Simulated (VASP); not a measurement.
# NaF in VASP: notebook, part 2 of 3

VASP 6.6.1.

**3. Single point, PBE (strain -2.0%)**

Input file INCAR:

```
PREC = Accurate
ENCUT = 520
EDIFF = 1E-6
ISMEAR = -1
SIGMA = 0.02
LREAL = F
LASPH = T
NELM = 100
ALGO = Normal
ISIF = 2
LWAVE = F
LCHARG = F
GGA = PE
NBANDS = 14
```

Input file KPOINTS:

```
regular mesh
0
Gamma
  10 10 10
```

Input file POSCAR:

```
NaF
1.0
    0.0000000000      2.2512247225      2.2512247225
    2.2512247225      0.0000000000      2.2512247225
    2.2512247225      2.2512247225      0.0000000000
Na F
1 1
Direct
    0.0000000000      0.0000000000      0.0000000000
    0.5000000000      0.5000000000      0.5000000000
```

Potentials or basis: VASP PAW PBE potentials, release 64 (Na_pv, F).

Command:

```console
cat potpaw_PBE.64/Na_pv/POTCAR potpaw_PBE.64/F/POTCAR > POTCAR
mpirun -np 1 vasp_std > vasp.out
```

OUTCAR:

```text
PREC = Accurate
   ENCUT = 520
   EDIFF = 1E-6
   ISMEAR = -1
   LREAL = F
   LASPH = T
   NELM = 100
   ISIF = 2
   GGA = PE

 ion  position               nearest neighbor table
   1  0.000  0.000  0.000-   2 2.25   2 2.25   2 2.25   2 2.25   2 2.25   2 2.25
   2  0.500  0.500  0.500-   1 2.25   1 2.25   1 2.25   1 2.25   1 2.25   1 2.25

  LATTYP: Found a face centered cubic cell.
 ALAT       =     4.5024494450

  Lattice vectors:

 A1 = (   0.0000000000,   2.2512247225,   2.2512247225)
 A2 = (   2.2512247225,   0.0000000000,   2.2512247225)
 A3 = (   2.2512247225,   2.2512247225,   0.0000000000)

Analysis of symmetry for initial positions (statically):
=====================================================================
 Subroutine PRICEL returns:
 Original cell was already a primitive cell.

 Routine SETGRP: Setting up the symmetry group for a
 face centered cubic supercell.

 Subroutine GETGRP returns: Found 48 space group operations
 (whereof 48 operations were pure point group operations)
 out of a pool of 48 trial point group operations.

The static configuration has the point symmetry O_h .

[... 165 lines left out ...]

 k-point     1 :       0.0000    0.0000    0.0000
  band No.  band energies     occupation
      1     -21.0117      2.00000
      2     -20.3796      2.00000
      3     -20.3796      2.00000
      4     -20.3796      2.00000
      5      -1.6806      2.00000
      6      -1.6806      2.00000
      7      -1.6806      2.00000
      8       5.1118      0.00000
      9      17.9152      0.00000
     10      17.9152      0.00000
     11      17.9153      0.00000
     12      20.9616      0.00000
     13      23.2383      0.00000
     14      23.2383      0.00000
[... 377 lines left out ...]
      1     -21.1679      2.00000
      2     -20.4439      2.00000
      3     -20.4328      2.00000
      4     -20.0749      2.00000
      5      -2.9900      2.00000
      6      -2.1073      2.00000
      7      -2.0443      2.00000
      8       9.5852      0.00000
      9      12.5364      0.00000
     10      15.9881      0.00000
     11      18.9735      0.00000
     12      19.0304      0.00000
     13      25.1832      0.00000
     14      26.0566      0.00000

 [... further k-points ...]
[... 5 lines left out ...]
  --------------------------------------------------------------------------------------
  -------------------------------------------------------------------------------------
  Total        1.1062021      1.1062021      1.1062021     -0.0000000     -0.0000000     -0.0000000
  in kB       77.6709356     77.6709356     77.6709356     -0.0000000     -0.0000000     -0.0000000
  external PRESSURE =      77.6709356 kB  Pullay stress =       0.0000000 kB

 VOLUME and BASIS-vectors are now :
 -----------------------------------------------------------------------------
  energy-cutoff  :      520.00
  volume of cell :       22.82
      direct lattice vectors                 reciprocal lattice vectors
     0.000000000  2.251224722  2.251224722    -0.222101328  0.222101328  0.222101328
     2.251224722  0.000000000  2.251224722     0.222101328 -0.222101328  0.222101328
     2.251224722  2.251224722  0.000000000     0.222101328  0.222101328 -0.222101328

 POSITION                                       TOTAL-FORCE (eV/Angst)
 -----------------------------------------------------------------------------------
      0.00000      0.00000      0.00000        -0.000000      0.000000      0.000000
      2.25122      2.25122      2.25122         0.000000     -0.000000     -0.000000
 -----------------------------------------------------------------------------------
    total drift:                                0.000000     -0.000000      0.000000

  FREE ENERGIE OF THE ION-ELECTRON SYSTEM (eV)
  ---------------------------------------------------
  free  energy   TOTEN  =        -8.4978799287 eV

  energy  without entropy=       -8.4978799287  energy(sigma->0) =       -8.49787993
```

OSZICAR:

```text
N       E                     dE             d eps       ncg     rms          rms(c)
DAV:   1     0.106612213124E+03    0.10661E+03   -0.78116E+03  1328   0.124E+03
DAV:   2    -0.423547083602E+01   -0.11085E+03   -0.10274E+03  1454   0.346E+02
DAV:   3    -0.934898579609E+01   -0.51135E+01   -0.51056E+01  1634   0.680E+01
DAV:   4    -0.938695792086E+01   -0.37972E-01   -0.37971E-01  1502   0.617E+00
DAV:   5    -0.938731392717E+01   -0.35601E-03   -0.35600E-03  1670   0.606E-01    0.545E+00
DAV:   6    -0.850460554045E+01    0.88271E+00   -0.29455E+00  1600   0.155E+01    0.175E+00
DAV:   7    -0.849618024952E+01    0.84253E-02   -0.29449E-02  1394   0.207E+00    0.105E+00
DAV:   8    -0.849743288736E+01   -0.12526E-02   -0.25504E-02  1400   0.298E+00    0.137E-01
DAV:   9    -0.849790126570E+01   -0.46838E-03   -0.33119E-03  1770   0.559E-01    0.929E-02
DAV:  10    -0.849787728644E+01    0.23979E-04   -0.51662E-04  1424   0.287E-01    0.137E-02
DAV:  11    -0.849787991018E+01   -0.26237E-05   -0.15960E-05  1532   0.435E-02    0.237E-03
DAV:  12    -0.849787992869E+01   -0.18505E-07   -0.84862E-07  1460   0.102E-02
   1 F= -.84978799E+01 E0= -.84978799E+01  d E =-.679193E-11
```

Run time: 7.8 s. Hardware: 1 thread of Intel Xeon Platinum 8259CL at 2.50GHz (Skylake/Cascade Lake), shared host; peak memory 0.14 GiB.

Results:

| Property | Result |
| --- | --- |
| Free energy | -8.4979 eV |
| Pressure | 7.8 GPa |
| Band gap on the k mesh | 6.79 eV, direct |

Caveat: the cell differs from its parent crystal (strain -2.0%).

**4. Single point, PBE (shear xy strain +2.5%)**

Input file INCAR:

```
SYSTEM = NaF
ALGO = Normal
EDIFF = 1E-6
ENCUT = 520
GGA = PE
ISIF = 2
ISMEAR = 0
LASPH = .TRUE.
LCHARG = .FALSE.
LREAL = .FALSE.
LWAVE = .FALSE.
NBANDS = 14
NELM = 100
PREC = Accurate
SIGMA = 0.01
```

Input file KPOINTS:

```
k-points
0
G
  6 6 6
  0 0 0
```

Input file POSCAR:

```
NaF
1.0
    0.0287146011      2.2971680842      2.2971680842
    2.2971680842      0.0287146011      2.2971680842
    2.3258826852      2.3258826852     -0.0000000001
Na F
1 1
Direct
    0.0000000000      0.0000000000      0.0000000000
    0.5000000000      0.5000000000      0.5000000000
```

Potentials or basis: VASP PAW PBE potentials, release 64 (Na_pv, F).

Command:

```console
cat potpaw_PBE.64/Na_pv/POTCAR potpaw_PBE.64/F/POTCAR > POTCAR
mpirun -np 1 vasp_std > vasp.out
```

OUTCAR:

```text
SYSTEM = NaF
   EDIFF = 1E-6
   ENCUT = 520
   GGA = PE
   ISIF = 2
   ISMEAR = 0
   LASPH = .TRUE.
   LREAL = .FALSE.
   NELM = 100
   PREC = Accurate

 ion  position               nearest neighbor table
   1  0.000  0.000  0.000-   2 2.30   2 2.30   2 2.30   2 2.30   2 2.30   2 2.30
   2  0.500  0.500  0.500-   1 2.30   1 2.30   1 2.30   1 2.30   1 2.30   1 2.30

  LATTYP: Found a body centered orthorhombic cell.
 ALAT       =     3.2080776814
 B/A-ratio  =     1.0253164557
 C/A-ratio  =     1.4321149999

  Lattice vectors:

 A1 = (   2.2971680841,   0.0287146010,  -2.2971680843)
 A2 = (  -2.2971680842,  -0.0287146011,  -2.2971680842)
 A3 = (   0.0287146011,   2.2971680842,   2.2971680842)

Analysis of symmetry for initial positions (statically):
=====================================================================
 Subroutine PRICEL returns:
 Original cell was already a primitive cell.

 Routine SETGRP: Setting up the symmetry group for a
 body centered orthorhombic supercell.

 Subroutine GETGRP returns: Found  8 space group operations
 (whereof  8 operations were pure point group operations)
 out of a pool of  8 trial point group operations.

The static configuration has the point symmetry D_2h.

Analysis of symmetry for dynamics (positions and initial velocities):
=====================================================================
 Subroutine PRICEL returns:
 Original cell was already a primitive cell.

 Routine SETGRP: Setting up the symmetry group for a
 body centered orthorhombic supercell.

 Subroutine GETGRP returns: Found  8 space group operations
 (whereof  8 operations were pure point group operations)
 out of a pool of  8 trial point group operations.

The dynamic configuration has the point symmetry D_2h.

 Subroutine INISYM returns: Found  8 space group operations
 (whereof  8 operations are pure point group operations),
 and found     1 'primitive' translations

----------------------------------------------------------------------------------------

[... 123 lines left out ...]
 non-spin polarized calculation
 Gauss-broadening in eV      SIGMA  =   0.01
  energy-cutoff  :      520.00
  volume of cell :       24.24
 maximum number of plane-waves:       668
   NGX = 13   NGY = 13   NGZ = 13

 number of electron      13.9999995 magnetization

 Free energy of the ion-electron system (eV)
  ---------------------------------------------------
  ext. energy  EPLUGINS =         0.00000000
  ---------------------------------------------------
  free energy    TOTEN  =        -8.54821364 eV

  energy without entropy =       -8.54821364  energy(sigma->0) =       -8.54821364

 E-fermi :  -1.8031     XC(G=0):  -9.2800

 val. band max:       -1.9320446671   @ k =   0.0000   0.0000   0.0000
 cond. band min:       4.4716196735   @ k =   0.0000   0.0000   0.0000
 fundamental gap:      6.4036643406
 Fermi energy:        -1.8031176547

 k-point     1 :       0.0000    0.0000    0.0000
  band No.  band energies     occupation
      1     -21.1857      2.00000
      2     -20.8425      2.00000
      3     -20.8410      2.00000
      4     -20.8393      2.00000
      5      -2.0010      2.00000
      6      -1.9684      2.00000
      7      -1.9320      2.00000
      8       4.4716      0.00000
      9      16.8881      0.00000
     10      17.1984      0.00000
     11      17.5079      0.00000
     12      20.1010      0.00000
     13      22.3173      0.00000
     14      22.3272      0.00000
[... 377 lines left out ...]
      1     -21.3635      2.00000
      2     -20.9340      2.00000
      3     -20.8874      2.00000
      4     -20.4933      2.00000
      5      -3.2059      2.00000
      6      -2.5810      2.00000
      7      -2.2961      2.00000
      8      10.1963      0.00000
      9      11.4510      0.00000
     10      13.7533      0.00000
     11      17.5754      0.00000
     12      18.4384      0.00000
     13      23.8908      0.00000
     14      25.5958      0.00000

 [... further k-points ...]

------------------------ aborting loop because EDIFF is reached ----------------------------------------

  FORCE on cell =-STRESS in cart. coord.  units (eV):
  Direction    XX          YY          ZZ          XY          YZ          ZX
  --------------------------------------------------------------------------------------
  -------------------------------------------------------------------------------------
  Total        0.5313400      0.5313400      0.5274591     -0.1018567      0.0000000      0.0000000
  in kB       35.1190388     35.1190388     34.8625329     -6.7322405      0.0000000      0.0000000
  external PRESSURE =      35.0335368 kB  Pullay stress =       0.0000000 kB

 VOLUME and BASIS-vectors are now :
 -----------------------------------------------------------------------------
  energy-cutoff  :      520.00
  volume of cell :       24.24
      direct lattice vectors                 reciprocal lattice vectors
     0.028714601  2.297168084  2.297168084    -0.220414482  0.220414482  0.217659301
     2.297168084  0.028714601  2.297168084     0.220414482 -0.220414482  0.217659301
     2.325882685  2.325882685 -0.000000000     0.214972149  0.214972149 -0.217659301

 POSITION                                       TOTAL-FORCE (eV/Angst)
 -----------------------------------------------------------------------------------
      0.00000      0.00000      0.00000         0.000000      0.000000     -0.000000
      2.32588      2.32588      2.29717        -0.000000     -0.000000      0.000000
 -----------------------------------------------------------------------------------
    total drift:                                0.000000     -0.000000      0.000000

  FREE ENERGIE OF THE ION-ELECTRON SYSTEM (eV)
  ---------------------------------------------------
  free  energy   TOTEN  =        -8.5482136370 eV

  energy  without entropy=       -8.5482136370  energy(sigma->0) =       -8.54821364
```

Wall time 7.6 s (1 thread of Intel Xeon Platinum 8259CL at 2.50GHz (Skylake/Cascade Lake), shared host); peak memory 0.13 GiB.

Results:

```
Free energy            : -8.5482 eV
Pressure               : 3.5 GPa
Band gap on the k mesh : 6.40 eV, direct
```

Levels at points of the mesh, in eV from the valence-band top:
```csv
k point,band 5,band 6,band 7,band 8,band 9,band 10
"(0.00, 0.00, 0.00)",-0.07,-0.04,0.00,6.40,18.82,19.13
"(0.50, 0.00, 0.00)",-1.67,-0.34,-0.31,10.91,12.76,20.10
"(0.50, 0.50, 0.00)",-1.35,-0.51,-0.40,13.31,13.33,13.87
"(0.00, 0.00, 0.50)",-1.69,-0.30,-0.26,10.90,12.55,20.37
"(0.50, 0.00, 0.50)",-1.35,-0.45,-0.45,13.33,13.36,13.83
```

Caveat: the cell differs from its parent crystal (shear xy strain +2.5%).

[end of part 2 of 3]
